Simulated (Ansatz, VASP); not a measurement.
KCl in VASP and in Ansatz

```xyz
2
Lattice="0.0000 3.1241 3.1241 3.1241 0.0000 3.1241 3.1241 3.1241 0.0000" Properties=species:S:1:pos:R:3 pbc="T T T"
K     0.0000    0.0000    0.0000
Cl    3.1241    3.1241    3.1241
```

Alike in both runs: task single point; functional PBE; k mesh 6 × 6 × 6; no spin polarisation.

```csv
,VASP,Ansatz
version,VASP 6.6.1,Ansatz 0.2.0
potentials or method,"VASP PAW PBE potentials, release 64 (K_sv, Cl)","plane waves, PAW"
plane-wave cutoff (eV),520,420
occupations,"gaussian, width 0.01 eV",fixed
valence electrons in the cell,16,16
```

|  | VASP | Ansatz | Ansatz less VASP |
| --- | --- | --- | --- |
| gap on the k mesh at the Fermi level (eV) | 5.26 | 5.26 | +0.002 |
| pressure (GPa) | 1.2 | 1.2 | -0.03 |
